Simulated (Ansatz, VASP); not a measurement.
# Cu: VASP beside Ansatz

INCAR

```
SYSTEM = Cu
PREC     = Accurate       ! precision mode
ENCUT    = 520            ! plane-wave cutoff, eV
EDIFF    = 1E-8           ! SCF threshold, eV
ISMEAR   = -1             ! smearing method
SIGMA    = 0.08           ! smearing width, eV
LREAL    = .FALSE.        ! projectors in reciprocal space
LASPH    = .TRUE.         ! aspherical terms in the spheres
NELM     = 80             ! most SCF steps
ALGO     = Normal         ! electronic algorithm
ISIF     = 2              ! what is computed and relaxed
LWAVE    = .FALSE.        ! write WAVECAR
LCHARG   = .FALSE.        ! write CHGCAR
GGA      = PE             ! functional
LEFG     = .TRUE.       
NBANDS   = 12             ! bands
```

The input KPOINTS:

```
Automatic mesh
0
G
  19 19 19
  0 0 0
```

File POSCAR:

```
Cu
1.0
    0.0000000000      1.8194705475      1.8194705475
    1.8194705475      0.0000000000      1.8194705475
    1.8194705475      1.8194705475      0.0000000000
Cu
1
Direct
    0.0000000000      0.0000000000      0.0000000000
```

Input for Ansatz:

```yaml
crystal:
  lattice:
    - [0.0, 1.8194705475, 1.8194705475]
    - [1.8194705475, 0.0, 1.8194705475]
    - [1.8194705475, 1.8194705475, 0.0]
  atoms:
    - { symbol: Cu, position: [0.0, 0.0, 0.0] }
kpoints:
  mp_grid: { grid: [19, 19, 19] }
scf:
  occupations: { method: fermi_dirac, width: 0.08 }
hamiltonian:
  xc: pbe
  pseudopotentials: { kind: paw }
output:
  forces: true
  stress: true
  eigenvalues: true
  efg: { contact_densities: true }
```

Change from the starting cell: volume scaled by 1.02, PAW files.

Alike in both runs: task electric field gradients; functional PBE; k mesh 19 × 19 × 19; occupations fermi-dirac, width 0.08 eV; no spin polarisation.

```csv
,VASP,Ansatz
version,VASP 6.6.1,Ansatz 0.2.0
potentials or method,"VASP PAW PBE potentials, release 64 (Cu)","PAW with Ansatz's default frozen-core files, scalar-relativistic"
plane-wave cutoff (eV),520,420
valence electrons in the cell,11,19
```

|  | VASP | Ansatz | Ansatz less VASP |
| --- | --- | --- | --- |
| pressure (GPa) | -0.6 | -1.1 | -0.53 |

The functional is the same, so the differences come from potentials, cutoffs and numerics. VASP's potentials hold 11 valence electrons a cell and Ansatz's 19, so a difference there can come from the potentials and not from the codes.
